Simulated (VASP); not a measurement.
The system is Mo.

```
CELL_PARAMETERS angstrom
-1.57342 1.57342 1.57342
1.57342 -1.57342 1.57342
1.57342 1.57342 -1.57342
ATOMIC_POSITIONS crystal
Mo 0.00000 0.00000 0.00000
```

```yaml
Program: VASP 6.6.1
Task: relaxation of cell and atoms
Functional: PBEsol
Potentials_or_basis: VASP PAW PBE potentials, release 64 (Mo_sv)
Cutoff: 600 eV
k_mesh: 20 × 20 × 20
Occupations: fermi-dirac, width 0.1 eV
Spin: no spin polarisation
```

At the start: pressure -3.9 GPa; volume 15.58 Å³/atom.

Q: How do energy, volume and symmetry change on relaxing?

A: Over 7 steps the energy falls by 2.8 meV/atom and the volume is 15.36 Å³/atom (-1.4 %); space group Im-3m (No. 229, to 0.1 Å) before and after.

Step by step:
| step | energy change (eV) | largest force (eV/Å) | pressure (GPa) | volume (Å³) |
| --- | --- | --- | --- | --- |
| 1 | 0.0000 | 0.0000 | -3.95 | 15.58 |
| 2 | 0.0212 | 0.0000 | 12.75 | 14.73 |
| 3 | -0.0028 | 0.0000 | -0.05 | 15.36 |
| 4 | -0.0028 | 0.0000 | -0.02 | 15.36 |
| 5 | -0.0028 | 0.0000 | 0.06 | 15.35 |
| 6 | -0.0028 | 0.0000 | -0.07 | 15.36 |
| 7 | -0.0028 | 0.0000 | -0.01 | 15.36 |

Final structure:
```
CELL_PARAMETERS angstrom
-1.56581 1.56581 1.56581
1.56581 -1.56581 1.56581
1.56581 1.56581 -1.56581
ATOMIC_POSITIONS crystal
Mo 0.00000 0.00000 0.00000
```

Caveat: the PAW data sets were made with another functional, which shifts forces and pressure a little.
